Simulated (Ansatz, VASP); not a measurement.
AlNi3 in VASP and in Ansatz

```
Al Ni
1.0
     3.49535    0.00000    0.00000
     0.00000    3.49535    0.00000
     0.00000    0.00000    3.49535
Al Ni
1 3
Direct
  0.00000 0.00000 0.00000
  0.00000 0.50000 0.50000
  0.50000 0.00000 0.50000
  0.50000 0.50000 0.00000
```

Change from the starting cell: equal strain along all axes, cell held, atoms relaxed: -2.0 %.

Alike in both runs: task single point; functional PBE; k mesh 14 × 14 × 14; occupations gaussian, width 0.1 eV; collinear spin.

|  | VASP | Ansatz |
| --- | --- | --- |
| version | VASP 6.6.1 | Ansatz 0.2.0 |
| potentials or method | VASP PAW PBE potentials, release 64 (Al, Ni), cutoff 520 eV | scalar-relativistic, plane waves, PAW |
| valence electrons in the cell | 33 | 57 |

|  | VASP | Ansatz | Ansatz less VASP |
| --- | --- | --- | --- |
| gap on the k mesh at the Fermi level (eV) | none | none | - |
| pressure (GPa) | 12.6 | 12.7 | +0.10 |
| net moment per atom (μB) | 0.17 | 0.18 | +0.006 |
| size of the moment on the site where the two differ most (μB) | 0.24 | 0.26 | +0.021 |

Site moments also hang on the region over which each program counts them. A gap of «none» marks a metal or a gap that the smearing closes. VASP's potentials hold 33 valence electrons a cell and Ansatz's 57, so a difference there can come from the potentials and not from the codes.
